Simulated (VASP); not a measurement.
Set up this calculation in VASP 6.6.1, as the native input.

| Property | Result |
| --- | --- |
| Task | relaxation of cell and atoms |
| Functional | PBE |
| Potentials or basis | VASP PAW PBE potentials, release 64 (V_sv, Te, O) |
| Cutoff | 600 eV |
| k mesh | 3 × 3 × 2 |
| Occupations | gaussian, width 0.15 eV |
| Spin | collinear spin, ferromagnetic start |
| Starting moments | [2.0, 2.0, 2.0, 0.0, 0.0, 0.0] μB |
| Dipole correction | no |
| Further INCAR settings | ALGO = Normal; EDIFF = 1e-07; IBRION = 2; EDIFFG = -0.08; NSW = 36; ISIF = 3 |

The structure of V3TeO2 lies in POSCAR:

```
V3TeO2
1.0
    4.7797519600      0.0000000000      0.0000000000
   -2.3898759800      4.1393866200      0.0000000000
    0.0000000000      0.0000000000      5.6364084100
V Te O
3 1 2
Direct
    0.5000000000      0.0000000000      0.0000000000
    0.0000000000      0.5000000000      0.0000000000
    0.5000000000      0.5000000000      0.0000000000
    0.0000000000      0.0000000000      0.5000000000
    0.0000000000      0.0000000000      0.8901663500
    0.0000000000      0.0000000000      0.1098336500
```

The cell was generated, and may not be a known phase.

One way to write it, as run:

INCAR

```
SYSTEM = V3TeO2
PREC = Accurate
ENCUT = 600
EDIFF = 1E-7
ISMEAR = 0
SIGMA = 0.15
LREAL = .False.
LASPH = .True.
NELM = 150
ALGO = Normal
ISIF = 3
LWAVE = .False.
LCHARG = .False.
ISPIN = 2
MAGMOM = 2 2 2 0 0 0
LORBIT = 11
LMAXMIX = 4
GGA = PE
IBRION = 2
NSW = 36
EDIFFG = -0.08
```

KPOINTS

```
regular mesh
0
Gamma
  3 3 2
  0 0 0
```

Potentials or basis: VASP PAW PBE potentials, release 64 (V_sv, Te, O).

The run is started by

```sh
$ cat potpaw_PBE.64/V_sv/POTCAR potpaw_PBE.64/Te/POTCAR potpaw_PBE.64/O/POTCAR > POTCAR
$ mpirun -np 1 vasp_std > vasp.out
```

It gave:

```
Relaxed volume                                        : 18.53 Å³/atom
Relaxed cell                                          : a = 4.368 Å, b = 4.368 Å, c = 6.729 Å, α = 90.00°, β = 90.00°, γ = 120.00°
Space group after relaxing (to 0.1 Å)                 : P6/mmm (No. 191)
Energy gained by relaxing                             : 1002.9 meV/atom
Ionic steps                                           : 7
Pressure after relaxing                               : 0.1 GPa
Largest force after relaxing                          : 0.006 eV/Å
Net moment                                            : 0.00 μB per cell
Valence electrons inside the program's atomic spheres : V 11.98; Te 3.19; O 4.88
```

Caveat: the k points lie up to 0.55 Å⁻¹ apart in the final cell; the standard files for N, O and F lose accuracy on very short bonds; the moments typed at the start vanished in this run; a cell axis changed by over 15 % at a fixed basis, so the end point is rough.

It took 17 min on 1 thread of Intel(R) Xeon(R) Platinum 8259CL CPU @ 2.50GHz (Skylake/Cascade Lake) (shared host), peak memory 0.36 GiB.
